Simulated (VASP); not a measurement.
# Mg3ZnTe4 (P-4m2) in VASP: a series of runs

Runs on Mg3ZnTe4. Level: PBE. Tasks: single point, relaxation of cell and atoms.

Program: VASP 6.6.1. These are calculated values, not measurements. Logs are shortened: lines on timing, memory, paths and dates and some standing lists are left out, and cuts for length are marked.

### 1 The cell of the first run

The structure is tetragonal, space group P-4m2 (No. 115). Conventional cell: a = 4.533 Å, b = 4.533 Å, c = 12.924 Å, α = 90.00°, β = 90.00°, γ = 90.00°. Mg (site symmetry 2mm) has 4 Te at 2.81 Å within 3.7 Å. Within 3.7 Å of Mg (site symmetry -4m2) lie 4 Te at 2.81 Å. Zn (site symmetry -4m2) has 4 Te at 2.71 Å within 3.6 Å. Te (site symmetry 2mm) has 4 Mg at 2.81 Å within 3.7 Å. Te (site symmetry 2mm) has 2 Zn at 2.71 Å and 2 Mg at 2.81 Å within 3.6 Å.

### 2 Single point, PBE

INCAR reads:

```
SYSTEM = Mg3ZnTe4
PREC = Accurate ; ENCUT = 520
EDIFF = 1E-6 ; ISMEAR = 0
SIGMA = 0.02 ; LREAL = .FALSE.
LASPH = .TRUE. ; NELM = 60
ALGO = Normal ; ISIF = 2
LWAVE = .FALSE. ; LCHARG = .FALSE.
GGA = PE ; NBANDS = 31
```

KPOINTS reads:

```
Automatic mesh
0
G
  6 6 2
  0 0 0
```

POSCAR reads:

```
Mg3ZnTe4
1.0
    4.5331765267      0.0000000000      0.0000000000
    0.0000000000      4.5331765267      0.0000000000
    0.0000000000      0.0000000000     12.9236894853
Mg Zn Te
3 1 4
Direct
    0.0000000000      0.0000000000      0.7566255723
    0.5000000000      0.5000000000      0.5000000000
    0.0000000000      0.0000000000      0.2433744277
    0.5000000000      0.5000000000      0.0000000000
    0.5000000000      0.0000000000      0.6283438490
    0.0000000000      0.5000000000      0.3716561510
    0.5000000000      0.0000000000      0.1148636785
    0.0000000000      0.5000000000      0.8851363215
```

Potentials or basis: VASP PAW PBE potentials, release 64 (Mg, Zn, Te).

The run is started by

```console
> cat potpaw_PBE.64/Mg/POTCAR potpaw_PBE.64/Zn/POTCAR potpaw_PBE.64/Te/POTCAR > POTCAR
> mpirun -np 1 vasp_std > vasp.out
```

OUTCAR:

```text
SYSTEM = Mg3ZnTe4
   PREC = Accurate
   ENCUT = 520
   EDIFF = 1E-6
   ISMEAR = 0
   LREAL = .FALSE.
   LASPH = .TRUE.
   NELM = 60
   ISIF = 2
   GGA = PE

 ion  position               nearest neighbor table
   1  0.000  0.000  0.757-   5 2.81   5 2.81   8 2.81   8 2.81
   2  0.500  0.500  0.500-   5 2.81   6 2.81   5 2.81   6 2.81
   3  0.000  0.000  0.243-   6 2.81   6 2.81   7 2.81   7 2.81
   4  0.500  0.500  0.000-   7 2.71   8 2.71   7 2.71   8 2.71
   5  0.500  0.000  0.628-   1 2.81   1 2.81   2 2.81   2 2.81
   6  0.000  0.500  0.372-   3 2.81   3 2.81   2 2.81   2 2.81
   7  0.500  0.000  0.115-   4 2.71   4 2.71   3 2.81   3 2.81
   8  0.000  0.500  0.885-   4 2.71   4 2.71   1 2.81   1 2.81

  LATTYP: Found a simple tetragonal cell.
 ALAT       =     4.5331765267
 C/A-ratio  =     2.8509124693

  Lattice vectors:

 A1 = (   4.5331765267,   0.0000000000,   0.0000000000)
 A2 = (   0.0000000000,   4.5331765267,   0.0000000000)
 A3 = (   0.0000000000,   0.0000000000,  12.9236894853)

Analysis of symmetry for initial positions (statically):
=====================================================================
 Subroutine PRICEL returns:
 Original cell was already a primitive cell.

 Routine SETGRP: Setting up the symmetry group for a
 simple tetragonal supercell.

 Subroutine GETGRP returns: Found  8 space group operations
 (whereof  8 operations were pure point group operations)
 out of a pool of 16 trial point group operations.

The static configuration has the point symmetry D_2d.

Analysis of symmetry for dynamics (positions and initial velocities):
=====================================================================
 Subroutine PRICEL returns:
 Original cell was already a primitive cell.

 Routine SETGRP: Setting up the symmetry group for a
 simple tetragonal supercell.

 Subroutine GETGRP returns: Found  8 space group operations
 (whereof  8 operations were pure point group operations)
 out of a pool of 16 trial point group operations.

The dynamic configuration has the point symmetry D_2d.

 Subroutine INISYM returns: Found  8 space group operations
 (whereof  8 operations are pure point group operations),
 and found     1 'primitive' translations

----------------------------------------------------------------------------------------

                                     Primitive cell

  volume of cell :     265.5778

  direct lattice vectors                    reciprocal lattice vectors
     4.533176527  0.000000000  0.000000000     0.220595866  0.000000000  0.000000000
     0.000000000  4.533176527  0.000000000     0.000000000  0.220595866  0.000000000
     0.000000000  0.000000000 12.923689485     0.000000000  0.000000000  0.077377285

  length of vectors
     4.533176527  4.533176527 12.923689485     0.220595866  0.220595866  0.077377285

  position of ions in fractional coordinates (direct lattice)
     0.000000000  0.000000000  0.756625572
     0.500000000  0.500000000  0.500000000
     0.000000000  0.000000000  0.243374428
     0.500000000  0.500000000  0.000000000
     0.500000000  0.000000000  0.628343849
     0.000000000  0.500000000  0.371656151
     0.500000000  0.000000000  0.114863679
     0.000000000  0.500000000  0.885136321

  ion indices of the primitive-cell ions
   primitive index   ion index
                 1           1
                 2           2
                 3           3
                 4           4
                 5           5
                 6           6
                 7           7
                 8           8

----------------------------------------------------------------------------------------

 KPOINTS: Automatic mesh

Automatic generation of k-mesh.
 Grid dimensions read from file:
 generate k-points for:    6    6    2

 Generating k-lattice:

  Cartesian coordinates                     Fractional coordinates (reciprocal lattice)
     0.036765978  0.000000000  0.000000000     0.166666667  0.000000000  0.000000000
     0.000000000  0.036765978  0.000000000     0.000000000  0.166666667  0.000000000
     0.000000000  0.000000000  0.038688642     0.000000000  0.000000000  0.500000000

  Length of vectors
     0.036765978  0.036765978  0.038688642

  Shift w.r.t. Gamma in fractional coordinates (k-lattice)
     0.000000000  0.000000000  0.000000000

 Subroutine IBZKPT returns following result:
 ===========================================

 Found     20 irreducible k-points:

 Following reciprocal coordinates:
            Coordinates               Weight
  0.000000  0.000000  0.000000      1.000000
  0.166667  0.000000  0.000000      4.000000
  0.333333  0.000000  0.000000      4.000000
  0.500000  0.000000  0.000000      2.000000
  0.166667  0.166667  0.000000      4.000000
  0.333333  0.166667  0.000000      8.000000
[... 12 lines left out ...]
  0.500000  0.333333  0.500000      4.000000
  0.500000  0.500000  0.500000      1.000000
   k-points           NKPTS =     20   k-points in BZ     NKDIM =     20   number of bands    NBANDS=     31
   number of dos      NEDOS =    301   number of ions     NIONS =      8
   total plane-waves  NPLWV = 124416
   dimension x,y,z NGX =    36 NGY =   36 NGZ =   96
   dimension x,y,z NGXF=    72 NGYF=   72 NGZF=  192
   ions per type =               3   1   4
   NGX,Y,Z   is equivalent  to a cutoff of  13.20, 13.20, 12.35 a.u.
   NGXF,Y,Z  is equivalent  to a cutoff of  26.40, 26.40, 24.70 a.u.
 SYSTEM =  Mg3ZnTe4
   PREC   = accura    normal or accurate (medium, high low for compatibility)
   ISTART =      0    job   : 0-new  1-cont  2-samecut
   ICHARG =      2    charge: 1-file 2-atom 10-const
   ISPIN  =      1    spin polarized calculation?
   LNONCOLLINEAR =      F non collinear calculations
   LSORBIT =      F    spin-orbit coupling
   LASPH  =      T    aspherical Exc in radial PAW
   ENCUT  =  520.0 eV  38.22 Ry    6.18 a.u.   8.43  8.43 24.03*2*pi/ulx,y,z
   NELM   =     60;   NELMIN=  2; NELMDL= -5     # of ELM steps
   EDIFF  = 0.1E-05   stopping-criterion for ELM
   LREAL  =      F    real-space projection
   EDIFFG = 0.1E-04   stopping-criterion for IOM
   NSW    =      0    number of steps for IOM
   IBRION =     -1    ionic relax: 0-MD 1-quasi-New 2-CG
   NFREE  =      0    steps in history (QN), initial steepest desc. (CG)
   ISIF   =      2    stress and relaxation
   ISYM   =      2    0-nonsym 1-usesym 2-fastsym
   POTIM  = 0.5000    time-step for ionic-motion
   TEBEG  =    0.0;   TEEND  =   0.0 temperature during run
   PSTRESS=    0.0 pullay stress
   NELECT =      42.0000    total number of electrons
   NUPDOWN=      -1.0000    fix difference up-down
   EMIN   =  10.00;   EMAX   =-10.00  energy-range for DOS
   EFERMI =   0.00;   METHOD = LEGACY
   ISMEAR =     0;   SIGMA  =   0.02  broadening in eV -4-tet -1-fermi 0-gaus
   EFERMI_NEDOS =   21; number of points for ismear=-14 and -15
   IALGO  =     38    algorithm
   IMIX   =      4    mixing-type and parameters
     AMIX     =   0.40;   BMIX     =  1.00
     AMIX_MAG =   1.60;   BMIX_MAG =  1.00
  volume/ion in A,a.u.               =      33.20       224.03
  Fermi-wavevector in a.u.,A,eV,Ry     =   0.885307  1.672988 10.663823  0.783769
  Thomas-Fermi vector in A             =   2.006323
   LORBIT       =      0    0 simple, 1 ext, 2 COOP (PROOUT), +10 PAW based schemes
   GGA     = PE    functional components
   LHFCALC =     F    Hartree Fock is set to
   AEXX    =    0.0000 exact exchange contribution
   IVDW    =     0    specifies the selected vdW correction
   LEPSILON=     F    determine dielectric tensor
   LRPA    =     F    only Hartree local field effects (RPA)
 non-spin polarized calculation
 Gauss-broadening in eV      SIGMA  =   0.02
  energy-cutoff  :      520.00
  volume of cell :      265.58
 maximum number of plane-waves:      7189
 NGX is ok and might be reduce to    36
   NGX = 17   NGY = 17   NGZ = 49

 number of electron      42.0000018 magnetization

 Free energy of the ion-electron system (eV)
  ---------------------------------------------------
  ext. energy  EPLUGINS =         0.00000000
  ---------------------------------------------------
  free energy    TOTEN  =       -24.31903336 eV

  energy without entropy =      -24.31903336  energy(sigma->0) =      -24.31903336

 E-fermi :   2.1026     XC(G=0):  -7.9963

 val. band max:        2.0115590160   @ k =   0.0000   0.0000   0.0000
 cond. band min:       3.8234044402   @ k =   0.0000   0.0000   0.0000
 fundamental gap:      1.8118454242
 Fermi energy:         2.1025559563

 k-point     1 :       0.0000    0.0000    0.0000
  band No.  band energies     occupation
      1      -8.5235      2.00000
      2      -8.0883      2.00000
      3      -8.0356      2.00000
      4      -7.6346      2.00000
      5      -4.2067      2.00000
      6      -4.2067      2.00000
[... 23 lines left out ...]
     30       7.1813      0.00000
     31       7.1834      0.00000

 k-point     2 :       0.1667    0.0000    0.0000
  band No.  band energies     occupation
      1      -8.4306      2.00000
      2      -8.0249      2.00000
      3      -7.9877      2.00000
      4      -7.6323      2.00000
      5      -4.2050      2.00000
      6      -4.1994      2.00000
[... 23 lines left out ...]
     30       7.3081      0.00000
     31       7.5592      0.00000

 k-point     3 :       0.3333    0.0000    0.0000
  band No.  band energies     occupation
      1      -8.1955      2.00000
      2      -7.9030      2.00000
      3      -7.8789      2.00000
      4      -7.6645      2.00000
      5      -4.2014      2.00000
      6      -4.1687      2.00000
[... 567 lines left out ...]
     30       8.5975      0.00000
     31       8.8369      0.00000

 k-point    20 :       0.5000    0.5000    0.5000
  band No.  band energies     occupation
      1      -7.7173      2.00000
      2      -7.7173      2.00000
      3      -7.5358      2.00000
      4      -7.5358      2.00000
      5      -4.1531      2.00000
      6      -4.1270      2.00000
[... 23 lines left out ...]
     30       9.5183      0.00000
     31       9.5199      0.00000

------------------------ aborting loop because EDIFF is reached ----------------------------------------

  FORCE on cell =-STRESS in cart. coord.  units (eV):
  Direction    XX          YY          ZZ          XY          YZ          ZX
  --------------------------------------------------------------------------------------
  -------------------------------------------------------------------------------------
  Total        0.0178250      0.0178250      0.0074882      0.0000000      0.0000000      0.0000000
  in kB        0.1075348      0.1075348      0.0451746      0.0000000      0.0000000      0.0000000
  external PRESSURE =       0.0867480 kB  Pullay stress =       0.0000000 kB

 VOLUME and BASIS-vectors are now :
 -----------------------------------------------------------------------------
  energy-cutoff  :      520.00
  volume of cell :      265.58
      direct lattice vectors                 reciprocal lattice vectors
     4.533176527  0.000000000  0.000000000     0.220595866  0.000000000  0.000000000
     0.000000000  4.533176527  0.000000000     0.000000000  0.220595866  0.000000000
     0.000000000  0.000000000 12.923689485     0.000000000  0.000000000  0.077377285

 POSITION                                       TOTAL-FORCE (eV/Angst)
 -----------------------------------------------------------------------------------
      0.00000      0.00000      9.77839         0.000000     -0.000000     -0.000755
      2.26659      2.26659      6.46184         0.000000     -0.000000      0.000000
      0.00000      0.00000      3.14530         0.000000     -0.000000      0.000755
      2.26659      2.26659      0.00000        -0.000000      0.000000      0.000000
      2.26659      0.00000      8.12052         0.000000     -0.000000     -0.000025
      0.00000      2.26659      4.80317         0.000000     -0.000000      0.000025
      2.26659      0.00000      1.48446         0.000000     -0.000000      0.012398
      0.00000      2.26659     11.43923         0.000000     -0.000000     -0.012398
 -----------------------------------------------------------------------------------
    total drift:                                0.000000      0.000000      0.000000

  FREE ENERGIE OF THE ION-ELECTRON SYSTEM (eV)
  ---------------------------------------------------
  free  energy   TOTEN  =       -24.3190333598 eV

  energy  without entropy=      -24.3190333598  energy(sigma->0) =      -24.31903336
```

Wall time 68 s (1 thread of Intel Xeon 6975P-C (Granite Rapids), shared host); peak memory 0.44 GiB.

What came out:

* Free energy: -24.3190 eV
* Pressure: 0.0 GPa
* Largest force: 0.012 eV/Å
* Band gap on the k mesh: 1.81 eV, direct

Forces on the atoms (eV/Å):
```
Mg   0.000  0.000 -0.001
Mg   0.000  0.000  0.000
Mg   0.000  0.000  0.001
Zn   0.000  0.000  0.000
Te   0.000  0.000  0.000
Te   0.000  0.000  0.000
Te   0.000  0.000  0.012
Te   0.000  0.000 -0.012
```

Levels at points of the mesh, in eV from the valence-band top:
```csv
k point,band 18,band 19,band 20,band 21,band 22,band 23,band 24,band 25
"(0.00, 0.00, 0.00)",-0.69,-0.03,0.00,0.00,1.81,2.74,3.02,3.70
"(0.50, 0.00, 0.00)",-0.53,-0.52,-0.49,-0.48,2.29,3.08,3.86,4.26
"(0.50, 0.50, 0.00)",-1.41,-1.39,-1.39,-1.34,2.74,2.74,2.95,3.40
"(0.00, 0.00, 0.50)",-0.40,-0.40,-0.14,-0.14,2.34,3.03,3.09,3.19
"(0.50, 0.00, 0.50)",-0.60,-0.52,-0.52,-0.48,2.60,3.62,3.67,3.75
"(0.50, 0.50, 0.50)",-1.59,-1.59,-1.50,-1.50,3.25,3.25,3.47,3.57
```

Caveat: spin-orbit coupling is left out, which moves the levels of the heavy elements.

### 3 Relaxation of cell and atoms, PBE

INCAR reads:

```
PREC = Accurate
ENCUT = 600
EDIFF = 1E-7
ISMEAR = 0
SIGMA = 0.02
LREAL = False
LASPH = True
NELM = 80
ALGO = Normal
ISIF = 3
LWAVE = False
LCHARG = False
GGA = PE
IBRION = 2
NSW = 100
EDIFFG = -0.01
```

KPOINTS reads:

```
regular mesh
0
Gamma
  6 6 2
```

POSCAR reads:

```
Mg3ZnTe4
1.0
    4.5484781272      0.0000000000      0.0000000000
    0.0000000000      4.5484781272      0.0000000000
    0.0000000000      0.0000000000     12.8251611125
Mg Zn Te
3 1 4
Direct
    0.0000000000      0.0000000000      0.7565007481
    0.5000000000      0.5000000000      0.5000000000
    0.0000000000      0.0000000000      0.2434992519
    0.5000000000      0.5000000000      0.0000000000
    0.5000000000      0.0000000000      0.6282893756
    0.0000000000      0.5000000000      0.3717106244
    0.5000000000      0.0000000000      0.1150876027
    0.0000000000      0.5000000000      0.8849123973
```

Potentials or basis: VASP PAW PBE potentials, release 64 (Mg, Zn, Te).

The run is started by

```console
> cat potpaw_PBE.64/Mg/POTCAR potpaw_PBE.64/Zn/POTCAR potpaw_PBE.64/Te/POTCAR > POTCAR
> mpirun -np 1 vasp_std > vasp.out
```

It took 5.2 min on 1 thread of Intel Xeon 6975P-C (Granite Rapids), shared host; peak memory 0.51 GiB.

It converged, with:

- Free energy: -24.3192 eV
- Relaxed volume: 33.20 Å³/atom
- Relaxed cell: a = 4.534 Å, b = 4.534 Å, c = 12.923 Å, α = 90.00°, β = 90.00°, γ = 90.00°
- Space group after relaxing (to 0.05 Å): P-4m2 (No. 115)
- Energy gained by relaxing: 0.1 meV/atom
- Ionic steps: 6
- Pressure after relaxing: 0.0 GPa
- Band gap on the k mesh: 1.81 eV, direct

Step by step:
| step | energy change (eV) | largest force (eV/Å) | pressure (GPa) | volume (Å³) |
| --- | --- | --- | --- | --- |
| 1 | 0.0000 | 0.0008 | 0.04 | 265.34 |
| 2 | -0.0004 | 0.0006 | 0.00 | 265.62 |
| 3 | -0.0007 | 0.0019 | -0.12 | 266.49 |
| 4 | -0.0008 | 0.0015 | -0.10 | 266.28 |
| 5 | -0.0010 | 0.0017 | -0.06 | 266.01 |
| 6 | -0.0012 | 0.0017 | 0.00 | 265.62 |

Final structure:
```yaml
crystal:
  lattice:
    - [4.53370, 0.00000, 0.00000]
    - [0.00000, 4.53370, 0.00000]
    - [0.00000, 0.00000, 12.92253]
  atoms:
    - { symbol: Mg, position: [0.00000, 0.00000, 0.75649] }
    - { symbol: Mg, position: [0.50000, 0.50000, 0.50000] }
    - { symbol: Mg, position: [0.00000, 0.00000, 0.24351] }
    - { symbol: Zn, position: [0.50000, 0.50000, 0.00000] }
    - { symbol: Te, position: [0.50000, 0.00000, 0.62828] }
    - { symbol: Te, position: [0.00000, 0.50000, 0.37172] }
    - { symbol: Te, position: [0.50000, 0.00000, 0.11508] }
    - { symbol: Te, position: [0.00000, 0.50000, 0.88492] }
```

Levels at points of the mesh, in eV from the valence-band top:
```
           k point  band 17  band 18  band 19  band 20  band 21  band 22  band 23  band 24  band 25  band 26
(0.00, 0.00, 0.00)    -0.69    -0.69    -0.03     0.00     0.00     1.81     2.75     3.03     3.70     3.75
(0.50, 0.00, 0.00)    -0.58    -0.53    -0.52    -0.49    -0.48     2.29     3.08     3.86     4.26     5.28
(0.50, 0.50, 0.00)    -1.67    -1.41    -1.39    -1.39    -1.34     2.74     2.74     2.94     3.40     4.58
(0.00, 0.00, 0.50)    -0.71    -0.40    -0.40    -0.14    -0.14     2.34     3.03     3.09     3.19     3.48
(0.50, 0.00, 0.50)    -0.89    -0.59    -0.53    -0.52    -0.48     2.60     3.62     3.67     3.75     4.99
(0.50, 0.50, 0.50)    -1.62    -1.58    -1.58    -1.50    -1.50     3.25     3.25     3.46     3.57     3.57
```

Caveat: spin-orbit coupling is left out, which moves the levels of the heavy elements. A k mesh can miss the band edges.
